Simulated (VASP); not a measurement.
# SrCl2 (P1) in VASP: notebook

Runs on SrCl2. Level: PBEsol. Tasks: single point.

All numbers are computed with VASP 6.6.1; they aren't measurements. Logs are shortened: lines on timing, memory, paths and dates and some standing lists are left out, and cuts for length are marked.

### Step 1. The cell of the first run

The typed cell holds 18 atoms: a = 8.813 Å, b = 8.813 Å, c = 8.813 Å, α = 80.41°, β = 70.53°, γ = 60.00°.

### Step 2. Single point, PBEsol (dynamics (nvt langevin) at 2600 K, volume x 1.1, from the last frame before)

The input, INCAR:

```
SYSTEM = SrCl2
PREC = Accurate
ENCUT = 520
EDIFF = 1E-6
ISMEAR = -1
SIGMA = 0.2241
LREAL = Auto
LASPH = .TRUE.
NELM = 80
ALGO = Normal
ISIF = 2
LWAVE = .FALSE.
LCHARG = .TRUE.
GGA = PS
LELF = .TRUE.
LVHAR = .TRUE.
NBANDS = 87
```

The input, KPOINTS:

```
Automatic mesh
0
Gamma
  2 2 1
  0.5 0.5 0
```

The input, POSCAR:

```
SrCl2
1.0
    7.1960246848      3.5980123424     -3.5980123424
    3.5980123424      7.1960246848      3.5980123424
    7.1960246848     -3.5980123424      3.5980123424
Sr Cl
6 12
Direct
    0.4961968573      0.0099709682      0.5009387346
    0.8052004526      0.3403556047      0.4832049850
    0.0155904134     -0.0128662705      0.0118350067
    0.3425313199      0.3143770946     -0.0039262650
    0.6787585341      0.6574041744      0.0035995569
    0.1636442413      0.6713320495      0.4985080176
    0.4394196757      0.3502391173      0.6410266365
    0.7795844112      0.6665255994      0.6351731963
    0.9488806157      0.3448275183      0.1350872242
    0.2958713447      0.6575366549      0.0740196877
    0.6374547338     -0.0232225440      0.1231390995
    0.1431985314      0.9984691523      0.5749120773
    0.3746642465      1.0042759695      0.9029210967
    0.7324284214      0.3157799062      0.8729540649
    0.8604341199      0.0103366331      0.3424469215
    0.2043862963      0.3609875518      0.3799041304
    0.5369866006      0.6977159686      0.3950983528
    0.0098744334      0.6933601377      0.9074916063
```

Potentials or basis: VASP PAW PBE potentials, release 64 (Sr_sv, Cl).

Run with:

```
$ cat potpaw_PBE.64/Sr_sv/POTCAR potpaw_PBE.64/Cl/POTCAR > POTCAR
$ mpirun -np 1 vasp_std > vasp.out
```

OUTCAR:

```text
SYSTEM = SrCl2
   PREC = Accurate
   ENCUT = 520
   EDIFF = 1E-6
   ISMEAR = -1
   LREAL = Auto
   LASPH = .TRUE.
   NELM = 80
   ISIF = 2
   GGA = PS

 ion  position               nearest neighbor table
   1  0.496  0.010  0.501-  17 2.87  12 3.01  15 3.05  11 3.15   8 3.16   7 3.18  16 3.18  13 3.34
                             2 4.84   4 4.94   4 5.02   6 5.05   3 5.08   6 5.09   3 5.11   2 5.12
   2  0.805  0.340  0.483-   9 2.90  17 3.01   7 3.02  15 3.10  12 3.23   8 3.25  14 3.27  16 3.42
                             5 4.80   1 4.84   6 4.86   3 4.88   4 5.04   6 5.11   1 5.12
   3  0.016  0.987  0.012-  15 2.77  10 2.83  18 2.92  13 3.06  14 3.12  11 3.19   9 3.21  12 3.63
                             2 4.88   6 4.90   4 4.95   5 5.04   1 5.08   1 5.11   5 5.11   5 5.12
   4  0.343  0.314  0.996-  13 2.84   7 2.96  10 3.01   9 3.16  11 3.16  16 3.21  14 3.25  18 3.35
                             1 4.94   3 4.95   5 5.02   1 5.02   2 5.04   5 5.05
   5  0.679  0.657  0.004-  18 2.92   9 2.97  11 2.98   8 3.07  13 3.13  14 3.16  10 3.22  17 3.27
                             2 4.80   4 5.02   3 5.04   4 5.05   6 5.07   6 5.11   3 5.11   3 5.12
   6  0.164  0.671  0.499-  16 2.90  12 2.97   7 3.08   8 3.21  17 3.23  15 3.33  18 3.40  10 3.53
                             2 4.86   3 4.90   1 5.05   5 5.07   1 5.09   5 5.11   2 5.11   1 5.13
   7  0.439  0.350  0.641-   4 2.96   2 3.02   6 3.08   1 3.18
   8  0.780  0.667  0.635-   5 3.07   1 3.16   6 3.21   2 3.25
   9  0.949  0.345  0.135-   2 2.90   5 2.97   4 3.16   3 3.21
  10  0.296  0.658  0.074-   3 2.83   4 3.01   5 3.22   6 3.53
  11  0.637  0.977  0.123-   5 2.98   1 3.15   4 3.16   3 3.19
  12  0.143  0.998  0.575-   6 2.97   1 3.01   2 3.23   3 3.63
  13  0.375  0.004  0.903-   4 2.84   3 3.06   5 3.13   1 3.34
  14  0.732  0.316  0.873-   3 3.12   5 3.16   4 3.25   2 3.27
  15  0.860  0.010  0.342-   3 2.77   1 3.05   2 3.10   6 3.33
  16  0.204  0.361  0.380-   6 2.90   1 3.18   4 3.21   2 3.42
  17  0.537  0.698  0.395-   1 2.87   2 3.01   6 3.23   5 3.27
  18  0.010  0.693  0.907-   3 2.92   5 2.92   4 3.35   6 3.40

  LATTYP: Found a base centered monoclinic cell.
 ALAT       =     8.8132943271
 B/A-ratio  =     1.7320508076
 C/A-ratio  =     1.0000000000
 COS(beta)  =    -0.3333333333

  Lattice vectors:

 A1 = (  -3.5980123424,   3.5980123424,   7.1960246848)
 A2 = (  -3.5980123424,  -7.1960246848,  -3.5980123424)
 A3 = (   7.1960246848,  -3.5980123424,   3.5980123424)

Analysis of symmetry for initial positions (statically):
=====================================================================
 Subroutine PRICEL returns:
 Original cell was already a primitive cell.

 Routine SETGRP: Setting up the symmetry group for a
 base centered monoclinic supercell.

 Subroutine GETGRP returns: Found  1 space group operations
 (whereof  1 operations were pure point group operations)
 out of a pool of  4 trial point group operations.

The static configuration has the point symmetry C_1 .

Analysis of symmetry for dynamics (positions and initial velocities):
=====================================================================
 Subroutine PRICEL returns:
 Original cell was already a primitive cell.

 Routine SETGRP: Setting up the symmetry group for a
 base centered monoclinic supercell.

 Subroutine GETGRP returns: Found  1 space group operations
 (whereof  1 operations were pure point group operations)
 out of a pool of  4 trial point group operations.

The dynamic configuration has the point symmetry C_1 .

 Subroutine INISYM returns: Found  1 space group operations
 (whereof  1 operations are pure point group operations),
 and found     1 'primitive' translations

----------------------------------------------------------------------------------------

                                     Primitive cell

  volume of cell :     558.9452

  direct lattice vectors                    reciprocal lattice vectors
     7.196024685  3.598012342 -3.598012342     0.069482808  0.023160936 -0.115804680
     3.598012342  7.196024685  3.598012342     0.000000000  0.092643744  0.092643744
     7.196024685 -3.598012342  3.598012342     0.069482808 -0.069482808  0.069482808

  length of vectors
     8.813294327  8.813294327  8.813294327     0.137021945  0.131018039  0.120347753

  position of ions in fractional coordinates (direct lattice)
     0.496196857  0.009970968  0.500938735
     0.805200453  0.340355605  0.483204985
     0.015590413  0.987133730  0.011835007
     0.342531320  0.314377095  0.996073735
     0.678758534  0.657404174  0.003599557
     0.163644241  0.671332050  0.498508018
[... 10 lines left out ...]
     0.536986601  0.697715969  0.395098353
     0.009874433  0.693360138  0.907491606

  ion indices of the primitive-cell ions
   primitive index   ion index
                 1           1
                 2           2
                 3           3
                 4           4
                 5           5
                 6           6
[... 10 lines left out ...]
                17          17
                18          18

----------------------------------------------------------------------------------------

 KPOINTS: Automatic mesh

Automatic generation of k-mesh.
 Grid dimensions read from file:
 generate k-points for:    2    2    1

 Generating k-lattice:

  Cartesian coordinates                     Fractional coordinates (reciprocal lattice)
     0.034741404  0.011580468 -0.057902340     0.500000000  0.000000000  0.000000000
     0.000000000  0.046321872  0.046321872     0.000000000  0.500000000  0.000000000
     0.069482808 -0.069482808  0.069482808     0.000000000  0.000000000  1.000000000

  Length of vectors
     0.068510972  0.065509019  0.120347753

  Shift w.r.t. Gamma in fractional coordinates (k-lattice)
     0.500000000  0.500000000  0.000000000

 Subroutine IBZKPT returns following result:
 ===========================================

 Found      4 irreducible k-points:

 Following reciprocal coordinates:
            Coordinates               Weight
  0.250000  0.250000  0.000000      2.000000
 -0.250000  0.000000 -0.000000      2.000000
 -0.250000  0.250000 -0.000000      2.000000
  0.250000  0.500000  0.000000      2.000000
   k-points           NKPTS =      4   k-points in BZ     NKDIM =      4   number of bands    NBANDS=     87
   number of dos      NEDOS =    301   number of ions     NIONS =     18
   total plane-waves  NPLWV = 343000
   dimension x,y,z NGX =    70 NGY =   70 NGZ =   70
   dimension x,y,z NGXF=   140 NGYF=  140 NGZF=  140
   ions per type =               6  12
   NGX,Y,Z   is equivalent  to a cutoff of  13.20, 13.20, 13.20 a.u.
   NGXF,Y,Z  is equivalent  to a cutoff of  26.41, 26.41, 26.41 a.u.
 SYSTEM =  SrCl2
   PREC   = accura    normal or accurate (medium, high low for compatibility)
   ISTART =      0    job   : 0-new  1-cont  2-samecut
   ICHARG =      2    charge: 1-file 2-atom 10-const
   ISPIN  =      1    spin polarized calculation?
   LNONCOLLINEAR =      F non collinear calculations
   LSORBIT =      F    spin-orbit coupling
   LASPH  =      T    aspherical Exc in radial PAW
   ENCUT  =  520.0 eV  38.22 Ry    6.18 a.u.  16.39 16.39 16.39*2*pi/ulx,y,z
   NELM   =     80;   NELMIN=  2; NELMDL= -5     # of ELM steps
   EDIFF  = 0.1E-05   stopping-criterion for ELM
   LREAL  =      T    real-space projection
   EDIFFG = 0.1E-04   stopping-criterion for IOM
   NSW    =      0    number of steps for IOM
   IBRION =     -1    ionic relax: 0-MD 1-quasi-New 2-CG
   NFREE  =      0    steps in history (QN), initial steepest desc. (CG)
   ISIF   =      2    stress and relaxation
   ISYM   =      2    0-nonsym 1-usesym 2-fastsym
   POTIM  = 0.5000    time-step for ionic-motion
   TEBEG  =    0.0;   TEEND  =   0.0 temperature during run
   PSTRESS=    0.0 pullay stress
   NELECT =     144.0000    total number of electrons
   NUPDOWN=      -1.0000    fix difference up-down
   EMIN   =  10.00;   EMAX   =-10.00  energy-range for DOS
   EFERMI =   0.00;   METHOD = LEGACY
   ISMEAR =    -1;   SIGMA  =   0.22  broadening in eV -4-tet -1-fermi 0-gaus
   EFERMI_NEDOS =   21; number of points for ismear=-14 and -15
   IALGO  =     38    algorithm
   IMIX   =      4    mixing-type and parameters
     AMIX     =   0.40;   BMIX     =  1.00
     AMIX_MAG =   1.60;   BMIX_MAG =  1.00
  volume/ion in A,a.u.               =      31.05       209.55
  Fermi-wavevector in a.u.,A,eV,Ry     =   1.041692  1.968512 14.763980  1.085122
  Thomas-Fermi vector in A             =   2.176324
   LORBIT       =      0    0 simple, 1 ext, 2 COOP (PROOUT), +10 PAW based schemes
   GGA     = PS    functional components
   LHFCALC =     F    Hartree Fock is set to
   AEXX    =    0.0000 exact exchange contribution
   IVDW    =     0    specifies the selected vdW correction
   LEPSILON=     F    determine dielectric tensor
   LRPA    =     F    only Hartree local field effects (RPA)
 non-spin polarized calculation
  energy-cutoff  :      520.00
  volume of cell :      558.95
 maximum number of plane-waves:     15065
 NGX is ok and might be reduce to    70
   NGX = 33   NGY = 33   NGZ = 33

 number of electron     144.0000002 magnetization

 Free energy of the ion-electron system (eV)
  ---------------------------------------------------
  ext. energy  EPLUGINS =         0.00000000
  ---------------------------------------------------
  free energy    TOTEN  =       -78.20910705 eV

  energy without entropy =      -78.20879065  energy(sigma->0) =      -78.20894885

 E-fermi :   2.2933     XC(G=0):  -8.0673

 val. band max:       -0.3456948091   @ k =   0.2500   0.5000   0.0000
 cond. band min:       4.5731938164   @ k =   0.2500   0.2500   0.0000
 fundamental gap:      4.9188886255
 Fermi energy:         2.2932934012

 k-point     1 :       0.2500    0.2500    0.0000
  band No.  band energies     occupation
      1     -33.9322      2.00000
      2     -33.7501      2.00000
      3     -33.6401      2.00000
      4     -33.5106      2.00000
      5     -33.3482      2.00000
      6     -33.2492      2.00000
[... 337 lines left out ...]
     83       6.0987      0.00000
     84       6.1771      0.00000
 [bands above 84 left out]

------------------------ aborting loop because EDIFF is reached ----------------------------------------

  FORCE on cell =-STRESS in cart. coord.  units (eV):
  Direction    XX          YY          ZZ          XY          YZ          ZX
  --------------------------------------------------------------------------------------
  -------------------------------------------------------------------------------------
  Total       -8.4890376     -9.0582273     -7.9121602      0.2545142     -0.1334486      0.4538821
  in kB      -24.3332348    -25.9647776    -22.6796558      0.7295473     -0.3825212      1.3010215
  external PRESSURE =     -24.3258894 kB  Pullay stress =       0.0000000 kB

 VOLUME and BASIS-vectors are now :
 -----------------------------------------------------------------------------
  energy-cutoff  :      520.00
  volume of cell :      558.95
      direct lattice vectors                 reciprocal lattice vectors
     7.196024685  3.598012342 -3.598012342     0.069482808  0.023160936 -0.115804680
     3.598012342  7.196024685  3.598012342     0.000000000  0.092643744  0.092643744
     7.196024685 -3.598012342  3.598012342     0.069482808 -0.069482808  0.069482808

 POSITION                                       TOTAL-FORCE (eV/Angst)
 -----------------------------------------------------------------------------------
      7.21129      0.05469      0.05294        -0.145185      0.030206      0.005763
     10.49600      3.60775      0.06606         0.668256      0.010965      0.081986
      3.74907      7.11695      3.53821        -0.650306      0.495539      0.025891
     10.76377     -0.08919      3.48259         0.512092      0.127340      0.302196
      7.27561      7.15993     -0.06388        -0.236740      0.101339      0.081368
      7.18033      3.62608      3.62031         0.033261     -0.057249      0.229309
[... 10 lines left out ...]
      9.21770      5.53130      1.99987        -0.593863     -0.591552     -0.629106
      9.09611      1.75980      5.72436        -0.491093      0.097058     -0.780325
 -----------------------------------------------------------------------------------
    total drift:                               -0.001726     -0.001322     -0.001856

  FREE ENERGIE OF THE ION-ELECTRON SYSTEM (eV)
  ---------------------------------------------------
  free  energy   TOTEN  =       -78.2091070479 eV

  energy  without entropy=      -78.2087906527  energy(sigma->0) =      -78.20894885
```

Wall time 7.4 min (1 thread of Intel Xeon Platinum 8488C (Sapphire Rapids), shared host); peak memory 0.71 GiB.

What came out:

```yaml
Free_energy: -78.2091 eV
Pressure: -2.4 GPa
Largest_force: 1.048 eV/Å
Band_gap_on_the_k_mesh: 4.92 eV, indirect (least direct gap 4.93 eV)
```

Forces on the atoms (eV/Å):
```
Sr  -0.145  0.030  0.006
Sr   0.668  0.011  0.082
Sr  -0.650  0.496  0.026
Sr   0.512  0.127  0.302
Sr  -0.237  0.101  0.081
Sr   0.033 -0.057  0.229
Cl  -0.091  0.129 -0.228
Cl   0.195  0.288 -0.023
Cl   0.052  0.011 -0.161
Cl   0.873 -0.165 -0.094
Cl  -0.031  0.224  0.688
Cl  -0.059 -0.070  0.480
Cl  -0.522  0.010 -0.148
Cl  -0.114 -0.111 -0.016
Cl   0.688 -0.456  0.441
Cl  -0.087 -0.074 -0.256
Cl  -0.594 -0.592 -0.629
Cl  -0.491  0.097 -0.780
```

Caveat: the k points lie up to 0.76 Å⁻¹ apart; the PAW data sets were made with another functional, which shifts forces and pressure a little. A k mesh can miss the band edges.

### Step 3. Single point, PBEsol (dynamics (nvt langevin) at 2600 K, volume x 1.1, from the last frame before)

The input, INCAR:

```
  PREC = Accurate
  ENCUT = 520
  EDIFF = 1E-6
  ISMEAR = -1
  SIGMA = 0.2241
  LREAL = Auto
  LASPH = T
  NELM = 100
  ALGO = Normal
  ISIF = 2
  LWAVE = F
  LCHARG = T
  GGA = PS
  LELF = T
  LVHAR = T
  NBANDS = 87
```

KPOINTS is that of step 2.

The input, POSCAR:

```
SrCl2
1.0
    7.1960246848      3.5980123424     -3.5980123424
    3.5980123424      7.1960246848      3.5980123424
    7.1960246848     -3.5980123424      3.5980123424
Sr Cl
6 12
Direct
    0.5118779458     -0.0024453316      0.4904737205
    0.7786972084      0.3711948541      0.4597739926
    0.0249855545     -0.0122544512      0.0327928280
    0.3543736686      0.2960477152     -0.0133666857
    0.6873216185      0.6479448776      0.0047559592
    0.1670610121      0.6690272585      0.5080808724
    0.4114305184      0.3712795305      0.6596202359
    0.7658112511      0.6704624953      0.6459191295
    0.9346454876      0.3552380810      0.1535347707
    0.3258808999      0.6484658133      0.0395202924
    0.6412396940     -0.0351281915      0.1172238892
    0.1211587700      1.0297479962      0.5718773462
    0.3671352516      0.9921674322      0.9344705298
    0.7570218149      0.3069112133      0.8725852502
    0.8634073124      0.0276435035      0.3311938333
    0.2231340085      0.3845608450      0.3662122652
    0.5167829456      0.6971078551      0.3895363930
   -0.0145328388      0.6995945058      0.9201066269
```

Potentials or basis: VASP PAW PBE potentials, release 64 (Sr_sv, Cl).

Run with:

```
$ cat potpaw_PBE.64/Sr_sv/POTCAR potpaw_PBE.64/Cl/POTCAR > POTCAR
$ mpirun -np 1 vasp_std > vasp.out
```

Wall time 6.3 min (1 thread of Intel Xeon Platinum 8488C (Sapphire Rapids), shared host); peak memory 0.71 GiB.

Results (log left out):

| Quantity | Value |
| --- | --- |
| Free energy | -76.5357 eV |
| Pressure | -0.7 GPa |
| Largest force | 2.479 eV/Å |
| Band gap on the k mesh | 4.31 eV, direct |

Forces in eV/Å, atoms in the order of the input:
```
Sr  -0.489  0.032  0.200
Sr   1.685 -1.332  0.589
Sr  -1.773  1.112 -1.152
Sr   1.201  0.264  0.737
Sr  -0.849 -0.189  0.273
Sr   0.252  0.161  0.775
Cl  -0.136  0.244 -0.712
Cl  -0.200  0.593 -0.134
Cl  -0.273  0.794 -1.121
Cl   0.389 -0.382 -0.010
Cl   0.409  0.194  1.363
Cl   0.034 -0.028 -0.185
Cl  -0.579  0.327 -0.185
Cl  -0.051 -0.281  0.092
Cl   1.093 -1.578  1.568
Cl  -0.308 -0.294 -0.485
Cl  -0.492 -0.184 -0.139
Cl   0.087  0.546 -1.473
```

Stress tensor (GPa, compression positive):
```
-1.28 -0.42  0.70
-0.42 -0.71 -0.89
 0.70 -0.89 -0.18
```

Levels at points of the mesh, in eV from the valence-band top:
```csv
k point,band 69,band 70,band 71,band 72,band 73,band 74,band 75,band 76
"(0.25, 0.25, 0.00)",-0.46,-0.42,-0.09,0.00,4.31,4.98,5.10,5.23
```

Caveat: the k points lie up to 0.76 Å⁻¹ apart; the PAW data sets were made with another functional, which shifts forces and pressure a little. A k mesh can miss the band edges.

(Part 1 of 2 ends here.)
